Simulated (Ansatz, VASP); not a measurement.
**Al2O3 in VASP and in Ansatz**

The input INCAR:

```
PREC = Accurate
ENCUT = 520
EDIFF = 1E-6
ISMEAR = 0
SIGMA = 0.01
LREAL = F
LASPH = T
NELM = 100
ALGO = Normal
ISIF = 2
LWAVE = F
LCHARG = F
GGA = PS
NBANDS = 20
```

KPOINTS

```
regular mesh
0
Gamma
  12 12 4
```

The input POSCAR:

```
Al2O3
1.0
    3.0958940097      0.0000000000      0.0000000000
   -1.5479464919      2.6811229281      0.0000000000
    0.0000000000      0.0000000000      7.7714672189
Al O
2 3
Direct
    0.0000000000      0.0000000000      0.2779510000
    0.0000000000      0.0000000000      0.7220490000
    0.3333333333      0.6666666667      0.1994540000
    0.6666666667      0.3333333333      0.8005460000
    0.0000000000      0.0000000000      0.5000000000
```

Input for Ansatz:

```yaml
crystal:
  lattice:
    - [3.0958940097035037, 0.0, 0.0]
    - [-1.547946491858968, 2.6811229280679827, 0.0]
    - [0.0, 0.0, 7.771467218898833]
  atoms:
    - { symbol: Al, position: [0.0, 0.0, 0.277951] }
    - { symbol: Al, position: [0.0, 0.0, 0.722049] }
    - { symbol: O, position: [0.3333333333333333, 0.6666666666666666, 0.199454] }
    - { symbol: O, position: [0.6666666666666666, 0.3333333333333333, 0.800546] }
    - { symbol: O, position: [0.0, 0.0, 0.5] }
basis:
  ecutwfc: 421.77648681281397
kpoints:
  mp_grid:
    grid: [12, 12, 4]
hamiltonian:
  xc: pbesol
scf:
  convergence:
    dr2_threshold: 1.0e-10
  occupations:
    method: fixed
output:
  stress: true
```

Alike in both runs: task single point; functional PBEsol; k mesh 12 × 12 × 4; no spin polarisation.

```csv
,VASP,Ansatz
version,VASP 6.6.1,Ansatz 0.2.0
potentials or method,"VASP PAW PBE potentials, release 64 (Al, O), cutoff 520 eV","plane waves, PAW"
occupations,"gaussian, width 0.01 eV",fixed
valence electrons in the cell,24,24
```

```tsv
	VASP	Ansatz	Ansatz less VASP
pressure (GPa)	-13.7	-13.8	-0.08
traceless stress, the component that is largest in VASP (GPa)	-0.99	-1.24	-0.251
```

VASP's potentials were made for PBE, not for PBEsol.
